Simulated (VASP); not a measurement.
Runs of VASP 6.6.1 on Au. The structure is that of space group Pm-3m (No. 221), or close to it. The cells are those of the table. 

```csv
task,cell,k mesh,cutoff (eV),gap on the mesh (eV),pressure (GPa)
single point,"a = 3.942 Å, 3 atoms",12 × 12 × 12,520,none,3.5
single point,"a = 3.901 Å, 3 atoms",12 × 12 × 12,520,none,8.0
single point,"a = 3.982 Å, 3 atoms",12 × 12 × 12,520,none,-0.2
single point,"a = 3.977 Å, 3 atoms",4 × 4 × 4,520,none,(a)
single point,"a = 4.110 Å, 3 atoms",12 × 12 × 12,520,none,-8.2
relaxation of cell and atoms,"relaxed from a = 3.928 Å, 3 atoms",4 × 4 × 4,600,none,0.0
single point,"a = 3.816 Å, 3 atoms",12 × 12 × 12,520,none,(b)
single point,"a = 3.928 Å, 3 atoms",4 × 4 × 4,520,none,4.4
```

Alike in all rows: level PBE; potentials or basis VASP PAW PBE potentials, release 64 (Au); no spin polarisation; smearing gaussian 0.1 eV.

Task: Estimate the missing entries.

Result: (a) -0.3; (b) 20.2.

Caveats: some runs use coarse meshes; spin-orbit coupling is left out, which moves the levels of the heavy elements.

A k mesh can miss the band edges, and the runs leave out spin-orbit coupling on Au.

A gap of «none» marks levels without a gap at the run's occupations.
